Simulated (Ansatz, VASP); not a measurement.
## One calculation of HfB3N, two programs

```
CELL_PARAMETERS angstrom
3.41617 0.00000 0.00000
-1.70808 2.95849 0.00000
0.00000 0.00000 6.04274
ATOMIC_POSITIONS crystal
Hf 0.00000 0.00000 0.99462
B 0.50223 0.49777 0.32623
B 0.50223 0.00447 0.32623
B 0.99553 0.49777 0.32623
N 0.33333 0.66667 0.88670
```

Alike in both runs: task single point; functional PBE; k mesh 6 × 6 × 4; occupations gaussian, width 0.1 eV; no spin polarisation.

```csv
,VASP,Ansatz
version,VASP 6.6.1,Ansatz 0.2.0
potentials or method,"VASP PAW PBE potentials, release 64 (Hf_pv, B, N), cutoff 600 eV","scalar-relativistic, plane waves, PAW"
valence electrons in the cell,24,40
```

```csv
,VASP,Ansatz,Ansatz less VASP
gap on the k mesh at the Fermi level (eV),none,none,-
pressure (GPa),-0.6,-0.1,+0.54
"traceless stress, the component that is largest in VASP (GPa)",0.31,0.18,-0.131
rms of the force components (eV/Å),0.028,0.013,-0.0155
```

Atom by atom the forces differ by 0.021 eV/Å (rms over components). A gap of «none» marks a metal or a gap that the smearing closes. VASP's potentials hold 24 valence electrons a cell and Ansatz's 40, so a difference there can come from the potentials and not from the codes.

Spin-orbit coupling is off throughout.
